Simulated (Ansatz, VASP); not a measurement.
# MoS2: VASP beside Ansatz

INCAR

```
SYSTEM = MoS2
ALGO = Normal ; EDIFF = 1E-6
ENCUT = 520 ; GGA = PE
ISIF = 2 ; ISMEAR = 0
IVDW = 12 ; LASPH = .True.
LCHARG = .True. ; LELF = .True.
LREAL = .False. ; LVHAR = .True.
LWAVE = .False. ; NBANDS = 64
NELM = 80 ; PREC = Accurate
SIGMA = 0.05
```

The input KPOINTS:

```
k-points
0
Gamma
  6 6 4
  0 0 0
```

POSCAR

```
MoS2
1.0
    6.2994479940      0.0000000001      0.0000000000
   -3.1497239971      5.4554819926      0.0000000000
    0.0000000000      0.0000000000      6.6475426602
Mo S
4 8
Direct
    0.4583377552      0.4791688776      0.0294555284
    0.5000000000      0.0000000000      0.0000000000
    0.0000000000      0.5000000000      0.0000000000
    0.0000000000      0.0000000000      0.0000000000
    0.1666666667      0.3333333333      0.2356692374
    0.1666666667      0.8333333333      0.2356692374
    0.6666666667      0.3333333333      0.2356692374
    0.6666666667      0.8333333333      0.2356692374
    0.1666666667      0.3333333333      0.7643307626
    0.1666666667      0.8333333333      0.7643307626
    0.6666666667      0.3333333333      0.7643307626
    0.6666666667      0.8333333333      0.7643307626
```

Input for Ansatz:

```yaml
crystal:
  lattice:
    - [6.299447994, 1.0e-10, 0.0]
    - [-3.1497239971, 5.4554819926, 0.0]
    - [0.0, 0.0, 6.6475426602]
  atoms:
    - { symbol: Mo, position: [0.4583377552, 0.4791688776, 0.0294555284] }
    - { symbol: Mo, position: [0.5, 0.0, 0.0] }
    - { symbol: Mo, position: [0.0, 0.5, 0.0] }
    - { symbol: Mo, position: [0.0, 0.0, 0.0] }
    - { symbol: S, position: [0.1666666667, 0.3333333333, 0.2356692374] }
    - { symbol: S, position: [0.1666666667, 0.8333333333, 0.2356692374] }
    - { symbol: S, position: [0.6666666667, 0.3333333333, 0.2356692374] }
    - { symbol: S, position: [0.6666666667, 0.8333333333, 0.2356692374] }
    - { symbol: S, position: [0.1666666667, 0.3333333333, 0.7643307626] }
    - { symbol: S, position: [0.1666666667, 0.8333333333, 0.7643307626] }
    - { symbol: S, position: [0.6666666667, 0.3333333333, 0.7643307626] }
    - { symbol: S, position: [0.6666666667, 0.8333333333, 0.7643307626] }
basis:
  ecutwfc: 420
kpoints:
  mp_grid: { grid: [6, 6, 4] }
hamiltonian:
  xc: pbe
  dispersion: d3bj
scf:
  occupations: { method: gaussian, width: 0.05 }
output:
  forces: true
  stress: true
  eigenvalues: true
```

Alike in both runs: task single point; functional PBE; dispersion D3(BJ); k mesh 6 × 6 × 4; occupations gaussian, width 0.05 eV; no spin polarisation.

```csv
,VASP,Ansatz
version,VASP 6.6.1,Ansatz 0.2.0
potentials or method,"VASP PAW PBE potentials, release 64 (Mo_sv, S), cutoff 520 eV","scalar-relativistic, plane waves, PAW"
valence electrons in the cell,104,104
```

|  | VASP | Ansatz | Ansatz less VASP |
| --- | --- | --- | --- |
| gap on the k mesh at the Fermi level (eV) | 0.69 | 0.67 | -0.012 |
| least direct gap on the mesh (eV) | 1.06 | 1.05 | -0.002 |
| pressure (GPa) | 1.9 | 2.1 | +0.14 |
| traceless stress, the component that is largest in VASP (GPa) | -1.77 | -1.79 | -0.018 |
| rms of the force components (eV/Å) | 1.723 | 1.729 | +0.0065 |

Atom by atom the forces differ by 0.010 eV/Å (rms over components).
